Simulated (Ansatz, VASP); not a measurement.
# LiBr in VASP and in Ansatz

INCAR

```
ALGO     = Normal         # electronic algorithm
EDIFF    = 1E-6           # SCF threshold, eV
ENCUT    = 750            # plane-wave cutoff, eV
GGA      = PE             # functional
GGA_COMPAT= F            
ISIF     = 2              # what is computed and relaxed
ISMEAR   = 0              # smearing method
LASPH    = T              # aspherical terms in the spheres
LCHARG   = F              # write CHGCAR
LREAL    = F              # projectors in reciprocal space
LWAVE    = F              # write WAVECAR
NBANDS   = 12             # bands
NELM     = 120            # most SCF steps
PREC     = Accurate       # precision mode
SIGMA    = 0.01           # smearing width, eV
```

Contents of KPOINTS:

```
k-points
0
Gamma
  6 6 6
```

File POSCAR:

```
LiBr
1.0
    0.0000000000      2.8094453289      2.8094453289
    2.8094453289      0.0000000000      2.8094453289
    2.8094453289      2.8094453289      0.0000000000
Li Br
1 1
Direct
    0.0000000000      0.0000000000      0.0000000000
    0.5000000000      0.5000000000      0.5000000000
```

Input for Ansatz:

```yaml
crystal:
  lattice:
    - [0.0, 2.8094453289, 2.8094453289]
    - [2.8094453289, 0.0, 2.8094453289]
    - [2.8094453289, 2.8094453289, 0.0]
  atoms:
    - { symbol: Li, position: [0.0, 0.0, 0.0] }
    - { symbol: Br, position: [0.5, 0.5, 0.5] }
kpoints:
  mp_grid: { grid: [6, 6, 6] }
hamiltonian:
  xc: pbe
scf:
  occupations: { method: fixed }
  n_extra_bands: 4
output:
  forces: true
  stress: true
  eigenvalues: true
```

Alike in both runs: task single point; functional PBE; k mesh 6 × 6 × 6; no spin polarisation.

|  | VASP | Ansatz |
| --- | --- | --- |
| version | VASP 6.6.1 | Ansatz 0.2.0 |
| potentials or method | VASP PAW PBE potentials, release 64 (Li_sv, Br) | plane waves, PAW |
| plane-wave cutoff (eV) | 750 | 420 |
| occupations | gaussian, width 0.01 eV | fixed |
| valence electrons in the cell | 10 | 10 |

|  | VASP | Ansatz | Ansatz less VASP |
| --- | --- | --- | --- |
| gap on the k mesh at the Fermi level (eV) | 4.68 | 4.68 | -0.003 |
| pressure (GPa) | -1.4 | -1.3 | +0.04 |
